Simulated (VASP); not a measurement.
# MgS (Fm-3m) in VASP: notebook

MgS is run at these levels: LDA; tasks: relaxation of cell and atoms.

Everything below comes from runs of VASP 6.6.1. Logs are shortened: lines on timing, memory, paths and dates and some standing lists are left out, and cuts for length are marked.

## 1. The cell of the first run

It takes space group Fm-3m (No. 225, cubic). Conventional cell: a = 5.128 Å, b = 5.128 Å, c = 5.128 Å, α = 90.00°, β = 90.00°, γ = 90.00°. Within 3.4 Å of Mg (site symmetry m-3m) lie 6 S at 2.56 Å. Within 3.4 Å of S (site symmetry m-3m) lie 6 Mg at 2.56 Å.

## 2. Relaxation of cell and atoms, LDA, target pressure -2 GPa, at which the enthalpy is minimised

Contents of INCAR:

```
SYSTEM = MgS
ALGO = Normal
EDIFF = 1E-6
EDIFFG = -0.002
ENCUT = 600
GGA = CA
IBRION = 2
ISIF = 3
ISMEAR = 0
LASPH = .TRUE.
LCHARG = .FALSE.
LREAL = .FALSE.
LWAVE = .FALSE.
NELM = 60
NSW = 100
PREC = Accurate
PSTRESS = -20.0
SIGMA = 0.01
```

Contents of KPOINTS:

```
k-points
0
G
  8 8 8
  0 0 0
```

Contents of POSCAR:

```
MgS
1.0
    2.5641824302      2.5641824302      0.0000000000
   -2.5641824302      2.5641824302      0.0000000000
    0.0000000000      2.5641824302      2.5641824302
Mg S
1 1
Direct
    0.0000000000      0.0000000000      0.0000000000
    0.5000000000      0.5000000000      0.0000000000
```

Potentials or basis: VASP PAW LDA potentials, release 64 (Mg, S).

Launch:

```bash
$ cat potpaw_LDA.64/Mg/POTCAR potpaw_LDA.64/S/POTCAR > POTCAR
$ mpirun -np 1 vasp_std > vasp.out
```

OUTCAR:

```text
SYSTEM = MgS
   EDIFF = 1E-6
   EDIFFG = -0.002
   ENCUT = 600
   GGA = CA
   IBRION = 2
   ISIF = 3
   ISMEAR = 0
   LASPH = .TRUE.
   LREAL = .FALSE.
   NELM = 60
   NSW = 100
   PREC = Accurate
   PSTRESS = -20.0

 ion  position               nearest neighbor table
   1  0.000  0.000  0.000-   2 2.56   2 2.56   2 2.56   2 2.56   2 2.56   2 2.56
   2  0.500  0.500  0.000-   1 2.56   1 2.56   1 2.56   1 2.56   1 2.56   1 2.56

  LATTYP: Found a face centered cubic cell.
 ALAT       =     5.1283648604

  Lattice vectors:

 A1 = (   0.0000000000,   2.5641824302,   2.5641824302)
 A2 = (   2.5641824302,   0.0000000000,   2.5641824302)
 A3 = (   2.5641824302,   2.5641824302,   0.0000000000)

Analysis of symmetry for initial positions (statically):
=====================================================================
 Subroutine PRICEL returns:
 Original cell was already a primitive cell.

 Routine SETGRP: Setting up the symmetry group for a
 face centered cubic supercell.

 Subroutine GETGRP returns: Found 48 space group operations
 (whereof 48 operations were pure point group operations)
 out of a pool of 48 trial point group operations.

The static configuration has the point symmetry O_h .

Analysis of symmetry for dynamics (positions and initial velocities):
=====================================================================
 Subroutine PRICEL returns:
 Original cell was already a primitive cell.

 Routine SETGRP: Setting up the symmetry group for a
 face centered cubic supercell.

 Subroutine GETGRP returns: Found 48 space group operations
 (whereof 48 operations were pure point group operations)
 out of a pool of 48 trial point group operations.

The dynamic configuration has the point symmetry O_h .

 Subroutine INISYM returns: Found 48 space group operations
 (whereof 48 operations are pure point group operations),
 and found     1 'primitive' translations

----------------------------------------------------------------------------------------

                                     Primitive cell

  volume of cell :      33.7192

  direct lattice vectors                    reciprocal lattice vectors
     2.564182430  2.564182430  0.000000000     0.194993926  0.194993926 -0.194993926
    -2.564182430  2.564182430  0.000000000    -0.194993926  0.194993926 -0.194993926
[... 90 lines left out ...]
   NFREE  =      1    steps in history (QN), initial steepest desc. (CG)
   ISIF   =      3    stress and relaxation
   ISYM   =      2    0-nonsym 1-usesym 2-fastsym
   POTIM  = 0.5000    time-step for ionic-motion
   TEBEG  =    0.0;   TEEND  =   0.0 temperature during run
   PSTRESS=  -20.0 pullay stress
   NELECT =       8.0000    total number of electrons
   NUPDOWN=      -1.0000    fix difference up-down
   EMIN   =  10.00;   EMAX   =-10.00  energy-range for DOS
   EFERMI =   0.00;   METHOD = LEGACY
   ISMEAR =     0;   SIGMA  =   0.01  broadening in eV -4-tet -1-fermi 0-gaus
   EFERMI_NEDOS =   21; number of points for ismear=-14 and -15
   IALGO  =     38    algorithm
   IMIX   =      4    mixing-type and parameters
     AMIX     =   0.40;   BMIX     =  1.00
     AMIX_MAG =   1.60;   BMIX_MAG =  1.00
  volume/ion in A,a.u.               =      16.86       113.77
  Fermi-wavevector in a.u.,A,eV,Ry     =   1.013474  1.915188 13.974944  1.027129
  Thomas-Fermi vector in A             =   2.146645
   LORBIT       =      0    0 simple, 1 ext, 2 COOP (PROOUT), +10 PAW based schemes
   GGA     = CA    functional components
   LHFCALC =     F    Hartree Fock is set to
   AEXX    =    0.0000 exact exchange contribution
   IVDW    =     0    specifies the selected vdW correction
   LEPSILON=     F    determine dielectric tensor
   LRPA    =     F    only Hartree local field effects (RPA)
 conjugate gradient relaxation of ions
 non-spin polarized calculation
 Gauss-broadening in eV      SIGMA  =   0.01
  energy-cutoff  :      600.00
  volume of cell :       33.72
 maximum number of plane-waves:      1158
 NGX is ok and might be reduce to    30
   NGX = 15   NGY = 15   NGZ = 15

--------------------------------------- Ionic step        1  -------------------------------------------

 number of electron       8.0000001 magnetization

 Free energy of the ion-electron system (eV)
  ---------------------------------------------------
  ext. energy  EPLUGINS =         0.00000000
  ---------------------------------------------------
  free energy    TOTEN  =        -9.59249363 eV

  energy without entropy =       -9.59249363  energy(sigma->0) =       -9.59249363

------------------------ aborting loop because EDIFF is reached ----------------------------------------

  FORCE on cell =-STRESS in cart. coord.  units (eV):
  Direction    XX          YY          ZZ          XY          YZ          ZX
  --------------------------------------------------------------------------------------
  -------------------------------------------------------------------------------------
  Total       -0.1115758     -0.1115758     -0.1115758      0.0000000      0.0000000      0.0000000
  in kB       -5.3015617     -5.3015617     -5.3015617      0.0000000      0.0000000      0.0000000
  external PRESSURE =      14.6984383 kB  Pullay stress =     -20.0000000 kB
[... 63 lines left out ...]
--------------------------------------- Ionic step        3  -------------------------------------------

 number of electron       8.0000000 magnetization

 Free energy of the ion-electron system (eV)
  ---------------------------------------------------
  ext. energy  EPLUGINS =         0.00000000
  ---------------------------------------------------
  free energy    TOTEN  =        -9.58748662 eV

  energy without entropy =       -9.58748662  energy(sigma->0) =       -9.58748662

 E-fermi :   3.8523     XC(G=0): -10.0911

 val. band max:        3.8079548939   @ k =   0.0000   0.0000   0.0000
 cond. band min:       6.4197524920   @ k =   0.5000   0.5000   0.0000
 fundamental gap:      2.6117975982
 Fermi energy:         3.8523468411

 k-point     1 :       0.0000    0.0000    0.0000
  band No.  band energies     occupation
      1      -8.9773      2.00000
      2       3.8080      2.00000
      3       3.8080      2.00000
      4       3.8080      2.00000
      5       7.4997      0.00000
      6      11.6287      0.00000
      7      11.6287      0.00000
      8      11.6287      0.00000
[... 243 lines left out ...]
 k-point    24 :       0.5000    0.2500    0.1250
  band No.  band energies     occupation
      1      -7.3673      2.00000
      2      -0.6922      2.00000
      3       1.5595      2.00000
      4       2.5921      2.00000
      5       9.2585      0.00000
      6       9.8133      0.00000
      7      12.1492      0.00000
      8      13.2150      0.00000

 [... further k-points ...]
[... 5 lines left out ...]
  --------------------------------------------------------------------------------------
  -------------------------------------------------------------------------------------
  Total       -0.4301324     -0.4301324     -0.4301324      0.0000000     -0.0000000      0.0000000
  in kB      -20.0626993    -20.0626993    -20.0626993      0.0000000     -0.0000000      0.0000000
  external PRESSURE =      -0.0626993 kB  Pullay stress =     -20.0000000 kB
[... 21 lines left out ...]
  energy  without entropy=       -9.5874866186  energy(sigma->0) =       -9.58748662

  enthalpy is  TOTEN    =       -10.0162747450 eV   P V=       -0.4287881264

 reached required accuracy - stopping structural energy minimisation
```

It took 8.2 s on 1 thread of Intel Xeon 6975P-C (Granite Rapids), shared host; peak memory 0.15 GiB.

What came out:

```yaml
Free_energy: -9.5875 eV
Relaxed_volume: 17.17 Å³/atom
Relaxed_cell: a = 3.649 Å, b = 3.649 Å, c = 3.649 Å, α = 60.00°, β = 60.00°, γ = 90.00°
Space_group_after_relaxing_to_0.05_Å: Fm-3m (No. 225)
Energy_change_on_relaxing_the_enthalpy_is_what_falls: +2.5 meV/atom
Ionic_steps: 3
Pressure_after_relaxing: -2.0 GPa
Band_gap_on_the_k_mesh: 2.61 eV, indirect (least direct gap 3.69 eV)
```

Step by step:
```tsv
step	energy change (eV)	largest force (eV/Å)	pressure (GPa)	volume (Å³)
1	0.0000	0.0000	-0.53	33.72
2	0.0067	0.0000	-2.29	34.48
3	0.0050	0.0000	-2.01	34.35
```

Final structure:
```cif
data_structure
_symmetry_space_group_name_H-M 'P 1'
_symmetry_Int_Tables_number 1
_cell_length_a 3.6488
_cell_length_b 3.6488
_cell_length_c 3.6488
_cell_angle_alpha 60.000
_cell_angle_beta 60.000
_cell_angle_gamma 90.000
_cell_volume 34.35
loop_
_atom_site_label
_atom_site_type_symbol
_atom_site_fract_x
_atom_site_fract_y
_atom_site_fract_z
_atom_site_occupancy
Mg1 Mg 0.00000 0.00000 0.00000 1
S1 S 0.50000 0.50000 0.00000 1
```

Caveat: the cell is relaxed towards a set pressure, so the enthalpy falls and the energy may rise. A k mesh can miss the band edges.

## 3. Relaxation of cell and atoms, LDA, target pressure 2 GPa, at which the enthalpy is minimised

Contents of INCAR:

```
ALGO = Normal
EDIFF = 1E-6
EDIFFG = -0.002
ENCUT = 600
GGA = CA
IBRION = 2
ISIF = 3
ISMEAR = 0
LASPH = T
LCHARG = F
LREAL = F
LWAVE = F
NELM = 100
NSW = 100
PREC = Accurate
PSTRESS = 20.0
SIGMA = 0.01
```

Contents of KPOINTS:

```
k-points
0
Gamma
  8 8 8
```

POSCAR is that of step 2.

Potentials or basis: VASP PAW LDA potentials, release 64 (Mg, S).

Launch:

```bash
$ cat potpaw_LDA.64/Mg/POTCAR potpaw_LDA.64/S/POTCAR > POTCAR
$ mpirun -np 1 vasp_std > vasp.out
```

OUTCAR:

```text
EDIFF = 1E-6
   EDIFFG = -0.002
   ENCUT = 600
   GGA = CA
   IBRION = 2
   ISIF = 3
   ISMEAR = 0
   LASPH = T
   LREAL = F
   NELM = 100
   NSW = 100
   PREC = Accurate
   PSTRESS = 20.0

 ion  position               nearest neighbor table
   1  0.000  0.000  0.000-   2 2.56   2 2.56   2 2.56   2 2.56   2 2.56   2 2.56
   2  0.500  0.500  0.000-   1 2.56   1 2.56   1 2.56   1 2.56   1 2.56   1 2.56

  LATTYP: Found a face centered cubic cell.
 ALAT       =     5.1283648604

  Lattice vectors:

 A1 = (   0.0000000000,   2.5641824302,   2.5641824302)
 A2 = (   2.5641824302,   0.0000000000,   2.5641824302)
 A3 = (   2.5641824302,   2.5641824302,   0.0000000000)

Analysis of symmetry for initial positions (statically):
=====================================================================
 Subroutine PRICEL returns:
 Original cell was already a primitive cell.

 Routine SETGRP: Setting up the symmetry group for a
 face centered cubic supercell.

 Subroutine GETGRP returns: Found 48 space group operations
 (whereof 48 operations were pure point group operations)
 out of a pool of 48 trial point group operations.

The static configuration has the point symmetry O_h .

Analysis of symmetry for dynamics (positions and initial velocities):
=====================================================================
 Subroutine PRICEL returns:
 Original cell was already a primitive cell.

 Routine SETGRP: Setting up the symmetry group for a
 face centered cubic supercell.

 Subroutine GETGRP returns: Found 48 space group operations
 (whereof 48 operations were pure point group operations)
 out of a pool of 48 trial point group operations.

The dynamic configuration has the point symmetry O_h .

 Subroutine INISYM returns: Found 48 space group operations
 (whereof 48 operations are pure point group operations),
 and found     1 'primitive' translations

[... 125 lines left out ...]
 conjugate gradient relaxation of ions
 non-spin polarized calculation
 Gauss-broadening in eV      SIGMA  =   0.01
  energy-cutoff  :      600.00
  volume of cell :       33.72
 maximum number of plane-waves:      1158
 NGX is ok and might be reduce to    30
   NGX = 15   NGY = 15   NGZ = 15

--------------------------------------- Ionic step        1  -------------------------------------------

 number of electron       8.0000001 magnetization

 Free energy of the ion-electron system (eV)
  ---------------------------------------------------
  ext. energy  EPLUGINS =         0.00000000
  ---------------------------------------------------
  free energy    TOTEN  =        -9.59249363 eV

  energy without entropy =       -9.59249363  energy(sigma->0) =       -9.59249363

------------------------ aborting loop because EDIFF is reached ----------------------------------------

  FORCE on cell =-STRESS in cart. coord.  units (eV):
  Direction    XX          YY          ZZ          XY          YZ          ZX
  --------------------------------------------------------------------------------------
  -------------------------------------------------------------------------------------
  Total       -0.1115758     -0.1115758     -0.1115758      0.0000000      0.0000000      0.0000000
  in kB       -5.3015617     -5.3015617     -5.3015617      0.0000000      0.0000000      0.0000000
  external PRESSURE =     -25.3015617 kB  Pullay stress =      20.0000000 kB
[... 63 lines left out ...]
--------------------------------------- Ionic step        3  -------------------------------------------

 number of electron       8.0000001 magnetization

 Free energy of the ion-electron system (eV)
  ---------------------------------------------------
  ext. energy  EPLUGINS =         0.00000000
  ---------------------------------------------------
  free energy    TOTEN  =        -9.58829658 eV

  energy without entropy =       -9.58829658  energy(sigma->0) =       -9.58829658

 E-fermi :   4.3161     XC(G=0): -10.2877

 val. band max:        4.2557109819   @ k =   0.0000   0.0000   0.0000
 cond. band min:       6.9651224840   @ k =   0.5000   0.5000   0.0000
 fundamental gap:      2.7094115021
 Fermi energy:         4.3161095531

 k-point     1 :       0.0000    0.0000    0.0000
  band No.  band energies     occupation
      1      -8.8185      2.00000
      2       4.2557      2.00000
      3       4.2557      2.00000
      4       4.2557      2.00000
      5       8.3404      0.00000
      6      12.0359      0.00000
      7      12.0359      0.00000
      8      12.0359      0.00000
[... 243 lines left out ...]
 k-point    24 :       0.5000    0.2500    0.1250
  band No.  band energies     occupation
      1      -7.0583      2.00000
      2      -0.4886      2.00000
      3       1.8574      2.00000
      4       2.9481      2.00000
      5       9.8124      0.00000
      6      10.3567      0.00000
      7      12.7464      0.00000
      8      13.8910      0.00000

 [... further k-points ...]

------------------------ aborting loop because EDIFF is reached ----------------------------------------

  FORCE on cell =-STRESS in cart. coord.  units (eV):
  Direction    XX          YY          ZZ          XY          YZ          ZX
  --------------------------------------------------------------------------------------
  -------------------------------------------------------------------------------------
  Total        0.4079491      0.4079491      0.4079491      0.0000000     -0.0000000     -0.0000000
  in kB       19.9459086     19.9459086     19.9459086      0.0000000     -0.0000000     -0.0000000
  external PRESSURE =      -0.0540914 kB  Pullay stress =      20.0000000 kB
[... 21 lines left out ...]
  energy  without entropy=       -9.5882965790  energy(sigma->0) =       -9.58829658

  enthalpy is  TOTEN    =        -9.1792411637 eV   P V=        0.4090554154

 reached required accuracy - stopping structural energy minimisation
```

OSZICAR:

```text
N       E                     dE             d eps       ncg     rms          rms(c)
DAV:   1     0.251489846164E+02    0.25149E+02   -0.42786E+03   480   0.945E+02
DAV:   2    -0.894651876445E+01   -0.34096E+02   -0.32367E+02   624   0.110E+02
DAV:   3    -0.100126542022E+02   -0.10661E+01   -0.10661E+01   552   0.273E+01
[... 20 lines left out ...]
DAV:   2    -0.958858721634E+01    0.25959E-02   -0.77728E-03   480   0.485E-01    0.136E-01
DAV:   3    -0.958831300774E+01    0.27421E-03   -0.14689E-03   536   0.219E-01    0.869E-02
DAV:   4    -0.958830695341E+01    0.60543E-05   -0.10598E-05   536   0.287E-02    0.741E-02
DAV:   5    -0.958829676792E+01    0.10185E-04   -0.58131E-06   536   0.171E-02    0.924E-03
DAV:   6    -0.958829657903E+01    0.18889E-06   -0.95587E-08   280   0.264E-03
   3 F= -.91792412E+01 E0= -.91792412E+01  d E =-.766424E-02
```

CONTCAR:

```text
MgS
   1.00000000000000
     2.5398666323040278    2.5398666323040278    0.0000000000000000
    -2.5398666323040278    2.5398666323040278    0.0000000000000000
     0.0000000000000000    2.5398666323040278    2.5398666323040278
  Mg              S
     1     1
Direct
     0.0000000000000000    0.0000000000000000    0.0000000000000000
     0.5000000000000000    0.5000000000000000    1.0000000000000000

  0.00000000E+00  0.00000000E+00  0.00000000E+00
  0.00000000E+00  0.00000000E+00  0.00000000E+00
```

It took 8.7 s on 1 thread of Intel Xeon 6975P-C (Granite Rapids), shared host; peak memory 0.15 GiB.

What came out:

```yaml
Free_energy: -9.5883 eV
Relaxed_volume: 16.38 Å³/atom
Relaxed_cell: a = 3.592 Å, b = 3.592 Å, c = 3.592 Å, α = 60.00°, β = 60.00°, γ = 90.00°
Space_group_after_relaxing_to_0.05_Å: Fm-3m (No. 225)
Energy_change_on_relaxing_the_enthalpy_is_what_falls: +2.1 meV/atom
Ionic_steps: 3
Pressure_after_relaxing: 2.0 GPa
Band_gap_on_the_k_mesh: 2.71 eV, indirect (least direct gap 4.08 eV)
```

The path:
| step | energy change (eV) | largest force (eV/Å) | pressure (GPa) | volume (Å³) |
| --- | --- | --- | --- | --- |
| 1 | 0.0000 | 0.0000 | -0.53 | 33.72 |
| 2 | 0.0093 | 0.0000 | 2.98 | 32.44 |
| 3 | 0.0042 | 0.0000 | 1.99 | 32.77 |

Final structure:
```
CELL_PARAMETERS angstrom
2.53987 2.53987 0.00000
-2.53987 2.53987 0.00000
0.00000 2.53987 2.53987
ATOMIC_POSITIONS crystal
Mg 0.00000 0.00000 0.00000
S 0.50000 0.50000 0.00000
```

Caveat: the cell is relaxed towards a set pressure, so the enthalpy falls and the energy may rise. A k mesh can miss the band edges.

## 4. Relaxation of cell and atoms, LDA, target pressure 4 GPa, at which the enthalpy is minimised

Contents of INCAR:

```
SYSTEM = MgS
PREC = Accurate
ENCUT = 600
EDIFF = 1E-6
ISMEAR = 0
SIGMA = 0.01
LREAL = .False.
LASPH = .True.
NELM = 100
ALGO = Normal
ISIF = 3
LWAVE = .False.
LCHARG = .False.
IBRION = 2
NSW = 100
EDIFFG = -0.002
PSTRESS = 40.0
```

Contents of KPOINTS:

```
Automatic mesh
0
Gamma
  8 8 8
  0 0 0
```

POSCAR is that of step 3.

Launch:

```bash
$ cat potpaw_LDA.64/Mg/POTCAR potpaw_LDA.64/S/POTCAR > POTCAR
$ mpirun -np 1 vasp_std > vasp.out
```

Wall time 8.7 s (1 thread of Intel Xeon 6975P-C (Granite Rapids), shared host); peak memory 0.15 GiB.

Results (log left out):

```yaml
Free_energy: -9.5759 eV
Relaxed_volume: 16.05 Å³/atom
Relaxed_cell: a = 3.567 Å, b = 3.567 Å, c = 3.567 Å, α = 60.00°, β = 60.00°, γ = 90.00°
Space_group_after_relaxing_to_0.05_Å: Fm-3m (No. 225)
Energy_change_on_relaxing_the_enthalpy_is_what_falls: +8.3 meV/atom
Ionic_steps: 3
Pressure_after_relaxing: 4.0 GPa
Band_gap_on_the_k_mesh: 2.75 eV, indirect (least direct gap 4.26 eV)
```

Step by step:
```tsv
step	energy change (eV)	largest force (eV/Å)	pressure (GPa)	volume (Å³)
1	0.0000	0.0000	-0.53	33.72
2	0.0374	0.0000	6.19	31.45
3	0.0166	0.0000	3.99	32.10
```

Final structure:
```
Mg S
1.0
     2.52251    2.52251    0.00000
    -2.52251    2.52251    0.00000
     0.00000    2.52251    2.52251
Mg S
1 1
Direct
  0.00000 0.00000 0.00000
  0.50000 0.50000 0.00000
```

Levels at points of the mesh, in eV from the valence-band top:
```
           k point  band 2  band 3  band 4  band 5  band 6  band 7
(0.00, 0.00, 0.00)    0.00    0.00    0.00    4.26    7.76    7.76
(0.50, 0.00, 0.00)   -5.42   -0.71   -0.71    4.51    6.84    6.84
(0.50, 0.50, 0.00)   -4.76   -1.93   -1.93    2.75    3.94   12.73
```

Caveat: the cell is relaxed towards a set pressure, so the enthalpy falls and the energy may rise. Zero-point motion and thermal expansion aren't in these numbers.

(Continued in part 2 of 2.)
